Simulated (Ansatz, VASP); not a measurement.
**One calculation of AlH, two programs**

```
Al H
1.0
     3.03217    0.00000    0.00000
    -1.51608    2.62594    0.00000
     0.00000    0.00000    4.82048
Al H
2 2
Cartesian
  1.5161 0.8753 3.6154
  0.0000 1.7506 1.2051
  0.0000 0.0000 0.0000
  0.0000 0.0000 2.4102
```

Alike in both runs: functional PBE; k mesh 6 × 6 × 4; occupations gaussian, width 0.1 eV; no spin polarisation.

Ansatz relaxed the structure, and its values are those at the end. VASP's run is a single point on that final structure, the one shown.

|  | VASP | Ansatz |
| --- | --- | --- |
| version | VASP 6.6.1 | Ansatz 0.2.0 |
| potentials or method | VASP PAW PBE potentials, release 64 (Al, H), cutoff 520 eV | scalar-relativistic, plane waves, PAW |
| valence electrons in the cell | 8 | 8 |

VASP gave:

```
gap on the k mesh at the Fermi level (eV) : none
pressure (GPa)                            : 0.1
```

Which values does Ansatz return?

gap on the k mesh at the Fermi level (eV): none; pressure (GPa): 0.2.

A gap of «none» marks a metal or a gap that the smearing closes. With one functional, cell and mesh, what is left measures potentials, basis and numerics.

The k mesh is coarse, so the values compare programs but aren't converged.
